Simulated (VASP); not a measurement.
Wanted: the native input for a VASP 6.6.1 run.

| Item | Value |
| --- | --- |
| Task | single point |
| Functional | r2SCAN |
| Potentials or basis | VASP PAW PBE potentials, release 64 (Be, Te) |
| Cutoff | 520 eV |
| k mesh | 8 × 8 × 8 |
| Occupations | gaussian, width 0.01 eV |
| Spin | no spin polarisation |
| Dipole correction | no |
| Further INCAR settings | ALGO = Normal; EDIFF = 1e-06; NBANDS = 11 |

The system is BeTe.

```
CELL_PARAMETERS angstrom
2.77184 2.77184 0.00000
-2.77184 2.77184 0.00000
0.00000 2.77184 2.86235
ATOMIC_POSITIONS crystal
Be 0.00000 0.00000 0.00000
Te 0.75000 0.25000 0.50000
```

This cell differs from its parent crystal: in-plane strain -0.02.

These files were run (other wordings do the same):

POSCAR

```
BeTe
1.0
    2.7718381727      2.7718381727      0.0000000000
   -2.7718381727      2.7718381727      0.0000000000
    0.0000000000      2.7718381727      2.8623471742
Be Te
1 1
Direct
    0.0000000000      0.0000000000      0.0000000000
    0.7500000000      0.2500000000      0.5000000000
```

INCAR.step1

```
SYSTEM = BeTe
PREC = Accurate
ENCUT = 520
ISMEAR = 0
SIGMA = 0.01
LREAL = .False.
LASPH = .True.
NELM = 100
NBANDS = 11
GGA = PE
ALGO = Normal
EDIFF = 1E-4
LWAVE = .True.
LCHARG = .False.
```

INCAR.step2

```
SYSTEM = BeTe
PREC = Accurate
ENCUT = 520
EDIFF = 1E-6
ISMEAR = 0
SIGMA = 0.01
LREAL = .False.
LASPH = .True.
NELM = 100
ALGO = Normal
ISIF = 2
LWAVE = .False.
LCHARG = .False.
METAGGA = R2SCAN
LMIXTAU = .True.
NBANDS = 11
ISTART = 1
```

KPOINTS

```
Automatic mesh
0
Gamma
  8 8 8
  0 0 0
```

Potentials or basis: VASP PAW PBE potentials, release 64 (Be, Te).

Command:

```console
$ cat potpaw_PBE.64/Be/POTCAR potpaw_PBE.64/Te/POTCAR > POTCAR
$ cp INCAR.step1 INCAR
$ mpirun -np 1 vasp_std > vasp.out
$ cp INCAR.step2 INCAR
$ mpirun -np 1 vasp_std > vasp.out
```

Results of the run:

```yaml
Pressure: 2.0 GPa
Band_gap_on_the_k_mesh: 2.16 eV, indirect (least direct gap 3.92 eV)
```

Caveat: the cell differs from its parent crystal (in-plane strain -0.02); the PAW data sets were made with another functional, which shifts forces and pressure a little; spin-orbit coupling is left out, which moves the levels of the heavy elements.

It took 79 s on 1 thread of Intel Xeon 6975P-C (shared host), peak memory 0.18 GiB.
